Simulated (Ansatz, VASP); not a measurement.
## Al3Au: VASP beside Ansatz

INCAR

```
  PREC = Accurate
  ENCUT = 520
  EDIFF = 1E-6
  ISMEAR = 0
  SIGMA = 0.1
  LREAL = F
  LASPH = T
  NELM = 80
  ALGO = Fast
  ISIF = 2
  LWAVE = F
  LCHARG = T
  GGA = PS
  LELF = T
  LVHAR = T
  NBANDS = 18
```

File KPOINTS:

```
regular mesh
0
Gamma
  12 12 12
```

File POSCAR:

```
Al3Au
1.0
    3.8889585004      0.0000000000      0.0000000000
    0.0000000000      3.8889585004      0.0000000000
    0.0000000000      0.0000000000      3.8889585004
Al Au
3 1
Direct
    0.0000000000      0.5000000000      0.5000000000
    0.5000000000      0.0000000000      0.5000000000
    0.5000000000      0.5000000000      0.0000000000
    0.0000000000      0.0000000000      0.0000000000
```

Input for Ansatz:

```yaml
crystal:
  lattice:
    - [3.8889585004, 0.0, 0.0]
    - [0.0, 3.8889585004, 0.0]
    - [0.0, 0.0, 3.8889585004]
  atoms:
    - { symbol: Al, position: [0.0, 0.5, 0.5] }
    - { symbol: Al, position: [0.5, 0.0, 0.5] }
    - { symbol: Al, position: [0.5, 0.5, 0.0] }
    - { symbol: Au, position: [0.0, 0.0, 0.0] }
basis:
  ecutwfc: 420
kpoints:
  mp_grid: { grid: [12, 12, 12] }
hamiltonian:
  xc: pbesol
scf:
  occupations: { method: gaussian, width: 0.1 }
output:
  forces: true
  stress: true
  eigenvalues: true
  populations: true
```

Alike in both runs: task single point; functional PBEsol; k mesh 12 × 12 × 12; occupations gaussian, width 0.1 eV; no spin polarisation.

|  | VASP | Ansatz |
| --- | --- | --- |
| version | VASP 6.6.1 | Ansatz 0.2.0 |
| potentials or method | VASP PAW PBE potentials, release 64 (Al, Au), cutoff 520 eV | scalar-relativistic, plane waves, PAW |
| valence electrons in the cell | 20 | 28 |

```csv
,VASP,Ansatz,Ansatz less VASP
gap on the k mesh at the Fermi level (eV),none,none,-
pressure (GPa),12.1,12.2,+0.10
```

VASP's potentials were made for PBE, not for PBEsol. A gap of «none» marks a metal or a gap that the smearing closes. The functional is the same, so the differences come from potentials, cutoffs and numerics. VASP's potentials hold 20 valence electrons a cell and Ansatz's 28, so a difference there can come from the potentials and not from the codes.

Spin-orbit coupling is off throughout.
